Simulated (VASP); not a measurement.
A run of VASP 6.6.1:

File INCAR:

```
SYSTEM = CoO
PREC = Accurate
ENCUT = 520
EDIFF = 1E-6
ISMEAR = -1
SIGMA = 0.1
LREAL = .FALSE.
LASPH = .TRUE.
NELM = 150
ALGO = Normal
ISIF = 2
LWAVE = .FALSE.
LCHARG = .FALSE.
ISPIN = 2
MAGMOM = 2.7 -2.7 0 0
LORBIT = 11
LMAXMIX = 4
LDAU = .TRUE.
LDAUTYPE = 2
LDAUL = 2 -1
LDAUU = 4 0
LDAUJ = 0 0
LDAUPRINT = 1
GGA = PE
NBANDS = 27
```

The input KPOINTS:

```
Automatic mesh
0
G
  3 3 3
  0 0 0
```

POSCAR

```
CoO
1.0
    4.2720000000      2.1360000000      2.1360000000
    2.1360000000      4.2720000000      2.1360000000
    2.1360000000      2.1360000000      4.2720000000
Co O
2 2
Direct
    0.0000000000      0.0000000000      0.0000000000
    0.5000000000      0.5000000000      0.5000000000
    0.2601000000      0.2433000000      0.2567000000
    0.7527000000      0.7590000000      0.7534000000
```

Potentials or basis: VASP PAW PBE potentials, release 64 (Co, O).

The run is started by

```sh
$ cat potpaw_PBE.64/Co/POTCAR potpaw_PBE.64/O/POTCAR > POTCAR
$ mpirun -np 1 vasp_std > vasp.out
```

Hardware: 1 thread of Intel Xeon 8259CL, on a shared host.

Problem. Estimate the wall time of this run.

Solution. It took 12 min on 1 thread of Intel Xeon 8259CL (shared host), peak memory 0.3 GiB. Counts: scf iterations 72, k points 14.
